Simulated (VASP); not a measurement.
Write the native input for VASP 6.6.1 that does the following.

- Task: single point
- Functional: PBE
- Potentials or basis: VASP PAW PBE potentials, release 64 (Li_sv)
- Cutoff: 520 eV
- k mesh: 15 × 15 × 8
- Occupations: fermi-dirac, width 0.28 eV
- Spin: no spin polarisation
- Dipole correction: no
- Further INCAR settings: ALGO = Normal; EDIFF = 1e-06; NBANDS = 10

The structure of Li lies in POSCAR:

```
Li
1.0
    3.1110021516      0.0000000000      0.0000000000
   -1.5555010758      2.6942068945      0.0000000000
    0.0000000000      0.0000000000      5.0930000000
Li
2
Direct
    0.3333333333      0.6666666667      0.2500000000
    0.6666666667      0.3333333333      0.7500000000
```

This isn't the form of Li at room conditions, which is bcc.

One way to write it, as run:

INCAR

```
SYSTEM = Li
ALGO = Normal
EDIFF = 1E-6
ENCUT = 520
GGA = PE
ISIF = 2
ISMEAR = -1
LASPH = .TRUE.
LCHARG = .FALSE.
LREAL = .FALSE.
LWAVE = .FALSE.
NBANDS = 10
NELM = 100
PREC = Accurate
SIGMA = 0.28
```

KPOINTS

```
k-points
0
G
  15 15 8
  0 0 0
```

Potentials or basis: VASP PAW PBE potentials, release 64 (Li_sv).

Run with:

```console
$ cat potpaw_PBE.64/Li_sv/POTCAR > POTCAR
$ mpirun -np 1 vasp_std > vasp.out
```

It gave:

| Item | Value |
| --- | --- |
| Band gap on the k mesh | zero (bands 3 and 4 overlap by 4.51 eV) |

Wall time 37 s on 1 thread of Intel Xeon 8259CL (shared host), peak memory 0.18 GiB.
